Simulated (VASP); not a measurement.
Crystal: Fe2Ge.

```xyz
6
Lattice="4.1329 0.0000 0.0000 -2.0664 3.5792 0.0000 0.0000 0.0000 5.0088" Properties=species:S:1:pos:R:3 pbc="T T T"
Fe    0.0000    0.0000    0.0000
Fe    0.0000    0.0000    2.5044
Fe    2.0664    1.1931    3.7566
Fe    0.0000    2.3861    1.2522
Ge    2.0664    1.1931    1.2522
Ge    0.0000    2.3861    3.7566
```

- Program: VASP 6.6.1
- Task: relaxation of cell and atoms
- Functional: BLYP
- Dispersion: D3(BJ)
- Potentials or basis: VASP PAW PBE potentials, release 64 (Fe, Ge_d)
- Cutoff: 600 eV
- k mesh: 7 × 7 × 5
- Occupations: fermi-dirac, width 0.15 eV
- Spin: collinear spin, ferromagnetic start
- Starting moments: [3.5, 3.5, 3.5, 3.5, 0.0, 0.0] μB

At the start: pressure -4.5 GPa; volume 12.35 Å³/atom.

Q: How do energy, volume and symmetry change on relaxing?

A: Over 3 steps the energy falls by 5.3 meV/atom and the volume is 11.98 Å³/atom (-3.0 %); space group P6_3/mmc (No. 194, to 0.1 Å) before and after; moment 6.93 μB per cell.

Step by step:
| step | energy change (eV) | largest force (eV/Å) | pressure (GPa) | volume (Å³) |
| --- | --- | --- | --- | --- |
| 1 | 0.0000 | 0.0000 | -4.48 | 74.09 |
| 2 | -0.0166 | 0.0000 | 3.41 | 70.45 |
| 3 | -0.0319 | 0.0000 | -0.14 | 71.90 |

Final structure:
```yaml
crystal:
  lattice:
    - [4.08983, 0.00000, 0.00000]
    - [-2.04492, 3.54190, 0.00000]
    - [0.00000, 0.00000, 4.96330]
  atoms:
    - { symbol: Fe, position: [0.00000, 0.00000, 0.00000] }
    - { symbol: Fe, position: [0.00000, 0.00000, 0.50000] }
    - { symbol: Fe, position: [0.66667, 0.33333, 0.75000] }
    - { symbol: Fe, position: [0.33333, 0.66667, 0.25000] }
    - { symbol: Ge, position: [0.66667, 0.33333, 0.25000] }
    - { symbol: Ge, position: [0.33333, 0.66667, 0.75000] }
```

Caveat: the PAW data sets were made with another functional, which shifts forces and pressure a little.
